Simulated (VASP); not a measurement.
# Fe (P6_3/mmc) in VASP: a series of runs

Fe is run at these levels: BLYP; tasks: single point.

Everything below comes from runs of VASP 6.6.1. Logs are shortened: lines on timing, memory, paths and dates and some standing lists are left out, and cuts for length are marked.

## 1. The cell of the first run

Symmetry: P6_3/mmc, No. 194, hexagonal system. The conventional cell has a = 2.486 Å, b = 2.486 Å, c = 8.146 Å, α = 90.00°, β = 90.00°, γ = 120.00°. Within 3.3 Å of Fe (site symmetry -3m) lie 12 Fe at 2.49 Å. Fe (site symmetry -6m2) has 12 Fe at 2.49 Å within 3.3 Å.

This isn't the form of Fe at room conditions, which is bcc.

## 2. Single point, BLYP, collinear spin, ferrimagnetic start (10.90 Å³/atom)

Contents of INCAR:

```
  AGGAC = 1.0
  AGGAX = 1.0
  ALDAC = 0.0
  ALDAX = 1.0
  ALGO = Normal
  EDIFF = 1E-7
  ENCUT = 520
  GGA = B5
  ISIF = 2
  ISMEAR = -1
  ISPIN = 2
  LASPH = T
  LCHARG = F
  LMAXMIX = 4
  LORBIT = 11
  LREAL = F
  LWAVE = F
  MAGMOM = 1.44 -1.095 -0.94 -0.94
  NBANDS = 28
  NELM = 150
  PREC = Accurate
  SIGMA = 0.05
```

Contents of KPOINTS:

```
k-points
0
Gamma
  16 16 5
```

Contents of POSCAR:

```
Fe
1.0
    2.4858264544      0.0000000000      0.0000000000
   -1.2429132272      2.1527888589      0.0000000000
    0.0000000000      0.0000000000      8.1459301927
Fe
4
Direct
    0.0000000000      0.0000000000      0.0000000000
    0.0000000000      0.0000000000      0.5000000000
    0.3333333333      0.6666666667      0.2500000000
    0.6666666667      0.3333333333      0.7500000000
```

Potentials or basis: VASP PAW PBE potentials, release 64 (Fe).

Command:

```bash
> cat potpaw_PBE.64/Fe/POTCAR > POTCAR
> mpirun -np 1 vasp_std > vasp.out
```

OUTCAR:

```text
EDIFF = 1E-7
   ENCUT = 520
   GGA = B5
   ISIF = 2
   ISMEAR = -1
   ISPIN = 2
   LASPH = T
   LORBIT = 11
   LREAL = F
   NELM = 150
   PREC = Accurate

 ion  position               nearest neighbor table
   1  0.000  0.000  0.000-   3 2.49   4 2.49   3 2.49   4 2.49   4 2.49   3 2.49
   2  0.000  0.000  0.500-   3 2.49   4 2.49   3 2.49   4 2.49   4 2.49   3 2.49
   3  0.333  0.667  0.250-   1 2.49   2 2.49   1 2.49   2 2.49   1 2.49   2 2.49
   4  0.667  0.333  0.750-   1 2.49   2 2.49   1 2.49   2 2.49   1 2.49   2 2.49

  LATTYP: Found a hexagonal cell.
 ALAT       =     2.4858264544
 C/A-ratio  =     3.2769504799

  Lattice vectors:

 A1 = (   2.4858264544,   0.0000000000,   0.0000000000)
 A2 = (  -1.2429132272,   2.1527888589,   0.0000000000)
 A3 = (   0.0000000000,   0.0000000000,   8.1459301927)

Analysis of symmetry for initial positions (statically):
=====================================================================
 Subroutine PRICEL returns:
 Original cell was already a primitive cell.

 Routine SETGRP: Setting up the symmetry group for a
 hexagonal supercell.

 Subroutine GETGRP returns: Found 24 space group operations
 (whereof 12 operations were pure point group operations)
 out of a pool of 24 trial point group operations.

The static configuration has the point symmetry D_3d.
 The point group associated with its full space group is D_6h.

Analysis of symmetry for dynamics (positions and initial velocities):
=====================================================================
 Subroutine PRICEL returns:
 Original cell was already a primitive cell.

 Routine SETGRP: Setting up the symmetry group for a
 hexagonal supercell.

 Subroutine GETGRP returns: Found 24 space group operations
 (whereof 12 operations were pure point group operations)
 out of a pool of 24 trial point group operations.

The dynamic configuration has the point symmetry D_3d.
 The point group associated with its full space group is D_6h.

Analysis of structural, dynamic, and magnetic symmetry:
=====================================================================
 Subroutine PRICEL returns:
 Original cell was already a primitive cell.

 Routine SETGRP: Setting up the symmetry group for a
 hexagonal supercell.

 Subroutine GETGRP returns: Found 12 space group operations
 (whereof 12 operations were pure point group operations)
 out of a pool of 24 trial point group operations.

The overall configuration has the point symmetry D_3d.

 Subroutine INISYM returns: Found 12 space group operations
 (whereof 12 operations are pure point group operations),
 and found     1 'primitive' translations

----------------------------------------------------------------------------------------

                                     Primitive cell

  volume of cell :      43.5926

  direct lattice vectors                    reciprocal lattice vectors
     2.485826454  0.000000000  0.000000000     0.402280698  0.232256869  0.000000000
    -1.242913227  2.152788859  0.000000000     0.000000000  0.464513738  0.000000000
     0.000000000  0.000000000  8.145930193     0.000000000  0.000000000  0.122760689

  length of vectors
     2.485826454  2.485826454  8.145930193     0.464513738  0.464513738  0.122760689

  position of ions in fractional coordinates (direct lattice)
     0.000000000  0.000000000  0.000000000
     0.000000000  0.000000000  0.500000000
     0.333333333  0.666666667  0.250000000
     0.666666667  0.333333333  0.750000000

  ion indices of the primitive-cell ions
   primitive index   ion index
                 1           1
                 2           2
                 3           3
                 4           4

----------------------------------------------------------------------------------------

 KPOINTS: k-points

Automatic generation of k-mesh.
 Grid dimensions read from file:
 generate k-points for:   16   16    5

 Generating k-lattice:

  Cartesian coordinates                     Fractional coordinates (reciprocal lattice)
     0.025142544  0.014516054  0.000000000     0.062500000  0.000000000  0.000000000
     0.000000000  0.029032109  0.000000000     0.000000000  0.062500000  0.000000000
     0.000000000  0.000000000  0.024552138     0.000000000  0.000000000  0.200000000

  Length of vectors
     0.029032109  0.029032109  0.024552138

  Shift w.r.t. Gamma in fractional coordinates (k-lattice)
     0.000000000  0.000000000  0.000000000

 Subroutine IBZKPT returns following result:
 ===========================================

 Found    132 irreducible k-points:

 Following reciprocal coordinates:
            Coordinates               Weight
  0.000000  0.000000  0.000000      1.000000
  0.062500  0.000000  0.000000      6.000000
  0.125000  0.000000  0.000000      6.000000
  0.187500  0.000000  0.000000      6.000000
  0.250000  0.000000  0.000000      6.000000
  0.312500 -0.000000  0.000000      6.000000
[... 16 lines left out ...]
  0.187500  0.187500  0.000000      6.000000
  0.250000  0.187500  0.000000     12.000000
 [... further k-points ...]
   k-points           NKPTS =    132   k-points in BZ     NKDIM =    132   number of bands    NBANDS=     28
   number of dos      NEDOS =    301   number of ions     NIONS =      4
   total plane-waves  NPLWV =  20736
   dimension x,y,z NGX =    18 NGY =   18 NGZ =   64
   dimension x,y,z NGXF=    36 NGYF=   36 NGZF=  128
   ions per type =               4
   NGX,Y,Z   is equivalent  to a cutoff of  12.04, 12.04, 13.06 a.u.
   NGXF,Y,Z  is equivalent  to a cutoff of  24.08, 24.08, 26.12 a.u.
 SYSTEM =  unknown system
   PREC   = accura    normal or accurate (medium, high low for compatibility)
   ISTART =      0    job   : 0-new  1-cont  2-samecut
   ICHARG =      2    charge: 1-file 2-atom 10-const
   ISPIN  =      2    spin polarized calculation?
   LNONCOLLINEAR =      F non collinear calculations
   LSORBIT =      F    spin-orbit coupling
   LASPH  =      T    aspherical Exc in radial PAW
   ENCUT  =  520.0 eV  38.22 Ry    6.18 a.u.   4.62  4.62 15.15*2*pi/ulx,y,z
   NELM   =    150;   NELMIN=  2; NELMDL= -5     # of ELM steps
   EDIFF  = 0.1E-06   stopping-criterion for ELM
   LREAL  =      F    real-space projection
   EDIFFG = 0.1E-05   stopping-criterion for IOM
   NSW    =      0    number of steps for IOM
   IBRION =     -1    ionic relax: 0-MD 1-quasi-New 2-CG
   NFREE  =      0    steps in history (QN), initial steepest desc. (CG)
   ISIF   =      2    stress and relaxation
   ISYM   =      2    0-nonsym 1-usesym 2-fastsym
   POTIM  = 0.5000    time-step for ionic-motion
   TEBEG  =    0.0;   TEEND  =   0.0 temperature during run
   PSTRESS=    0.0 pullay stress
   NELECT =      32.0000    total number of electrons
   NUPDOWN=      -1.0000    fix difference up-down
   EMIN   =  10.00;   EMAX   =-10.00  energy-range for DOS
   EFERMI =   0.00;   METHOD = LEGACY
   ISMEAR =    -1;   SIGMA  =   0.05  broadening in eV -4-tet -1-fermi 0-gaus
   EFERMI_NEDOS =   21; number of points for ismear=-14 and -15
   IALGO  =     38    algorithm
   IMIX   =      4    mixing-type and parameters
     AMIX     =   0.40;   BMIX     =  1.00
     AMIX_MAG =   1.60;   BMIX_MAG =  1.00
  volume/ion in A,a.u.               =      10.90        73.54
  Fermi-wavevector in a.u.,A,eV,Ry     =   1.476796  2.790740 29.673306  2.180927
  Thomas-Fermi vector in A             =   2.591279
   LORBIT       =     11    0 simple, 1 ext, 2 COOP (PROOUT), +10 PAW based schemes
   GGA     = B5    functional components
   LHFCALC =     F    Hartree Fock is set to
   AEXX    =    0.0000 exact exchange contribution
   IVDW    =     0    specifies the selected vdW correction
   LEPSILON=     F    determine dielectric tensor
   LRPA    =     F    only Hartree local field effects (RPA)
 spin polarized calculation
  energy-cutoff  :      520.00
  volume of cell :       43.59
 maximum number of plane-waves:      1194
   NGX =  9   NGY =  9   NGZ = 31

 number of electron      31.9999987 magnetization      -1.5095550

 Free energy of the ion-electron system (eV)
  ---------------------------------------------------
  ext. energy  EPLUGINS =         0.00000000
  ---------------------------------------------------
  free energy    TOTEN  =       -28.14770132 eV

  energy without entropy =      -28.09913738  energy(sigma->0) =      -28.12341935

 E-fermi :   6.7507     XC(G=0): -12.7603

 val. band max:        6.7487513842   @ k =  -0.1875   0.4375   0.4000
 cond. band min:       6.7510943699   @ k =   0.2500   0.0625   0.2000
 fundamental gap:      0.0023429857
 Fermi energy:         6.7506798080

 spin component 1

 k-point     1 :       0.0000    0.0000    0.0000
  band No.  band energies     occupation
      1      -1.6649      1.00000
      2       0.5221      1.00000
      3       0.6223      1.00000
      4       2.2242      1.00000
      5       4.5227      1.00000
      6       4.6816      1.00000
[... 20 lines left out ...]
     27      22.4308      0.00000
[... 691 lines left out ...]
      6       3.9511      1.00000
[... 20 lines left out ...]
     27      18.7519      0.00000
     28      19.5469      0.00000

 [... further k-points ...]

 spin component 2

 k-point     1 :       0.0000    0.0000    0.0000
  band No.  band energies     occupation
      1      -1.6930      1.00000
      2       0.5108      1.00000
      3       0.5449      1.00000
      4       2.0845      1.00000
      5       4.4301      1.00000
      6       4.6159      1.00000
[... 20 lines left out ...]
     27      22.3457      0.00000
[... 691 lines left out ...]
      6       3.6909      1.00000
[... 20 lines left out ...]
     27      18.6036      0.00000
     28      19.4587      0.00000

 [... further k-points ...]
[... 5 lines left out ...]
  --------------------------------------------------------------------------------------
  -------------------------------------------------------------------------------------
  Total        0.5956300      0.5956300      0.3741814      0.0000000      0.0000000      0.0000000
  in kB       21.8914336     21.8914336     13.7524433      0.0000000      0.0000000      0.0000000
  external PRESSURE =      19.1784369 kB  Pullay stress =       0.0000000 kB

 VOLUME and BASIS-vectors are now :
 -----------------------------------------------------------------------------
  energy-cutoff  :      520.00
  volume of cell :       43.59
      direct lattice vectors                 reciprocal lattice vectors
     2.485826454  0.000000000  0.000000000     0.402280698  0.232256869  0.000000000
    -1.242913227  2.152788859  0.000000000     0.000000000  0.464513738  0.000000000
     0.000000000  0.000000000  8.145930193     0.000000000  0.000000000  0.122760689

 POSITION                                       TOTAL-FORCE (eV/Angst)
 -----------------------------------------------------------------------------------
      0.00000      0.00000      0.00000        -0.000000      0.000000      0.000000
      0.00000      0.00000      4.07297        -0.000000      0.000000      0.000000
     -0.00000      1.43519      2.03648         0.000000     -0.000000      0.141169
      1.24291      0.71760      6.10945        -0.000000      0.000000     -0.141169
 -----------------------------------------------------------------------------------
    total drift:                                0.000000     -0.000000      0.000000

  FREE ENERGIE OF THE ION-ELECTRON SYSTEM (eV)
  ---------------------------------------------------
  free  energy   TOTEN  =       -28.1477013210 eV

  energy  without entropy=      -28.0991373805  energy(sigma->0) =      -28.12341935

 total charge

# of ion       s       p       d       tot
------------------------------------------
    1        0.507   0.555   6.319   7.380
    2        0.505   0.549   6.338   7.392
    3        0.506   0.553   6.334   7.394
    4        0.506   0.553   6.334   7.394
--------------------------------------------------
tot          2.024   2.211  25.325  29.560

 magnetization (x)

# of ion       s       p       d       tot
------------------------------------------
    1        0.007   0.009   1.455   1.471
    2        0.004   0.019  -1.128  -1.105
    3        0.001   0.004  -0.937  -0.931
    4        0.001   0.004  -0.937  -0.931
--------------------------------------------------
tot          0.014   0.035  -1.546  -1.497
```

It took 7 min on 1 thread of Oxide Virtual Turin-like, shared host; peak memory 0.3 GiB.

Results:

* Free energy: -28.1477 eV
* Pressure: 1.9 GPa
* Largest force: 0.141 eV/Å
* Net moment: -1.51 μB per cell
* Site moments: Fe +1.47, -1.10, -0.93 (each value once) μB
* Valence electrons inside the program's atomic spheres: Fe 7.38, 7.39 (each value once)

Forces in eV/Å, atoms in the order of the input:
```
Fe   0.000  0.000  0.000
Fe   0.000  0.000  0.000
Fe   0.000  0.000  0.141
Fe   0.000  0.000 -0.141
```

Stress tensor (GPa, compression positive):
```
2.19 0.00 0.00
0.00 2.19 0.00
0.00 0.00 1.38
```

Levels at points of the mesh, in eV from the Fermi level:
Spin up:
```
           k point  band 11  band 12  band 13  band 14  band 15  band 16  band 17  band 18  band 19  band 20
(0.00, 0.00, 0.00)    -1.34    -0.92    -0.92    -0.91    -0.91    -0.67    -0.67     0.29     0.59     0.59
(0.50, 0.00, 0.00)    -0.98    -0.45     0.07     0.17     0.98     1.07     1.28     1.33     1.39     1.42
```
Spin down:
| k point | band 12 | band 13 | band 14 | band 15 | band 16 | band 17 | band 18 | band 19 | band 20 | band 21 |
| --- | --- | --- | --- | --- | --- | --- | --- | --- | --- | --- |
| (0.00, 0.00, 0.00) | -1.69 | -1.63 | -1.16 | -1.16 | -0.62 | -0.62 | -0.60 | -0.60 | 0.14 | 0.14 |
| (0.50, 0.00, 0.00) | -1.07 | -0.61 | 0.37 | 0.50 | 0.57 | 0.71 | 0.83 | 0.93 | 0.94 | 1.65 |

Caveat: the PAW data sets were made with another functional, which shifts forces and pressure a little.

## 3. Single point, BLYP, collinear spin, ferromagnetic start

This run uses another cell than the first one, of 12.50 Å³/atom.

Contents of INCAR:

```
  AGGAC = 1.0
  AGGAX = 1.0
  ALDAC = 0.0
  ALDAX = 1.0
  ALGO = Normal
  EDIFF = 1E-6
  ENCUT = 520
  GGA = B5
  ISIF = 2
  ISMEAR = -1
  ISPIN = 2
  LASPH = T
  LCHARG = T
  LELF = T
  LMAXMIX = 4
  LORBIT = 11
  LREAL = F
  LVHAR = T
  LWAVE = F
  MAGMOM = 2.5 2.5 2.5 2.5
  NBANDS = 28
  NELM = 150
  PREC = Accurate
  SIGMA = 0.05
```

Contents of KPOINTS:

```
k-points
0
Gamma
  14 14 4
```

Contents of POSCAR:

```
Fe
1.0
    2.5509642394      0.0000000000      0.0000000000
   -1.2754821197      2.2091998355      0.0000000000
    0.0000000000      0.0000000000      8.8696875083
Fe
4
Direct
    1.0000000000      1.0000000000      1.0000000000
    1.0000000000      0.0000000000      0.5000000000
    0.3333333333      0.6666666667      0.2500000000
    0.6666666667      0.3333333333      0.7500000000
```

Potentials or basis: VASP PAW PBE potentials, release 64 (Fe).

Command:

```bash
> cat potpaw_PBE.64/Fe/POTCAR > POTCAR
> mpirun -np 1 vasp_std > vasp.out
```

It took 7.6 min on 1 thread of Oxide Virtual Turin-like, shared host; peak memory 0.24 GiB.

Results (log left out):

```yaml
Free_energy: -28.1534 eV
Pressure: 0.1 GPa
Net_moment: 10.15 μB per cell
Site_moments: Fe +2.53, +2.54 (each value once) μB
Valence_electrons_inside_the_program's_atomic_spheres: Fe 7.14
```

Stress tensor (GPa, compression positive):
```
0.07 0.00 0.00
0.00 0.07 0.00
0.00 0.00 0.19
```

Levels at points of the mesh, in eV from the Fermi level:
Spin up:
```csv
k point,band 16,band 17,band 18,band 19,band 20,band 21,band 22,band 23,band 24,band 25
"(0.00, 0.00, 0.00)",-1.47,-1.47,-1.16,-1.16,-1.02,-1.02,-0.68,-0.68,-0.46,4.98
"(0.50, 0.00, 0.00)",-0.32,-0.30,-0.27,-0.26,-0.22,0.73,1.62,2.63,3.18,6.66
"(0.00, 0.00, 0.50)",-1.83,-1.34,-1.34,-1.34,-1.34,-0.81,-0.81,-0.81,-0.81,7.52
"(0.50, 0.00, 0.50)",-0.94,-0.30,-0.30,-0.23,-0.23,1.53,1.53,2.88,2.88,6.89
```
Spin down:
```tsv
k point	band 8	band 9	band 10	band 11	band 12	band 13	band 14	band 15
(0.00, 0.00, 0.00)	-0.31	-0.01	-0.01	0.02	0.02	0.18	0.18	0.22
(0.50, 0.00, 0.00)	-0.71	-0.68	-0.09	0.30	1.18	1.18	1.18	1.99
(0.00, 0.00, 0.50)	-0.70	0.04	0.04	0.04	0.04	0.16	0.16	0.16
(0.50, 0.00, 0.50)	-0.89	-0.02	-0.02	0.54	0.54	0.61	0.61	1.92
```

Caveat: the PAW data sets were made with another functional, which shifts forces and pressure a little.

## 4. Single point, BLYP, collinear spin, ferromagnetic start

This run uses another cell than the first one, of 12.50 Å³/atom.

Contents of INCAR:

```
PREC = Accurate ; ENCUT = 520
EDIFF = 1E-6 ; ISMEAR = -1
SIGMA = 0.05 ; LREAL = False
LASPH = True ; NELM = 150
ALGO = Normal ; ISIF = 2
LWAVE = False ; LCHARG = True
ISPIN = 2 ; MAGMOM = 2.566 2.566 2.577 2.577
LORBIT = 11 ; LMAXMIX = 4
GGA = B5 ; ALDAX = 1.0
AGGAX = 1.0 ; AGGAC = 1.0
ALDAC = 0.0 ; LELF = True
LVHAR = True ; NBANDS = 28
```

Contents of KPOINTS:

```
Automatic mesh
0
Gamma
  19 19 5
```

POSCAR is that of step 3.

Command:

```bash
> cat potpaw_PBE.64/Fe/POTCAR > POTCAR
> mpirun -np 1 vasp_std > vasp.out
```

Wall time 13 min (1 thread of Oxide Virtual Turin-like, shared host); peak memory 0.32 GiB.

It converged, with:

```yaml
Free_energy: -28.1510 eV
Pressure: 0.5 GPa
Net_moment: 10.23 μB per cell
Site_moments: Fe +2.54, +2.55 (each value once) μB
Valence_electrons_inside_the_program's_atomic_spheres: Fe 7.14
```

Levels at points of the mesh, in eV from the Fermi level:
Spin up:
```tsv
k point	band 18	band 19	band 20	band 21	band 22	band 23
(0.00, 0.00, 0.00)	-1.16	-1.16	-1.02	-1.02	-0.69	-0.69
```
Spin down:
| k point | band 7 | band 8 | band 9 | band 10 | band 11 | band 12 | band 13 | band 14 | band 15 | band 16 |
| --- | --- | --- | --- | --- | --- | --- | --- | --- | --- | --- |
| (0.00, 0.00, 0.00) | -0.53 | -0.30 | 0.00 | 0.00 | 0.03 | 0.03 | 0.19 | 0.19 | 0.23 | 0.23 |

Caveat: the PAW data sets were made with another functional, which shifts forces and pressure a little.

## 5. The runs side by side

| spin | cell | k mesh | gap on the mesh (eV) | pressure (GPa) | moment (μB) |
| --- | --- | --- | --- | --- | --- |
| collinear, ferrimagnetic start | a = 2.486, b = 2.486, c = 8.146 Å, angles 90.0, 90.0, 120.0°, 4 atoms | 16 × 16 × 5 | none | 1.9 | 1.51 |
| collinear, ferromagnetic start | a = 2.551, b = 2.551, c = 8.870 Å, angles 90.0, 90.0, 120.0°, 4 atoms | 14 × 14 × 4 | none | 0.1 | 10.15 |
| collinear, ferromagnetic start | a = 2.551, b = 2.551, c = 8.870 Å, angles 90.0, 90.0, 120.0°, 4 atoms | 19 × 19 × 5 | none | 0.5 | 10.23 |

Alike in all rows: task single point; level BLYP; potentials or basis VASP PAW PBE potentials, release 64 (Fe); cutoff (eV) 520; smearing fermi-dirac 0.05 eV.

Caveats: the PAW data sets were made with another functional, which shifts forces and pressure a little.

Total energies depend on the potentials used, so only differences within one code and one set of settings carry meaning.
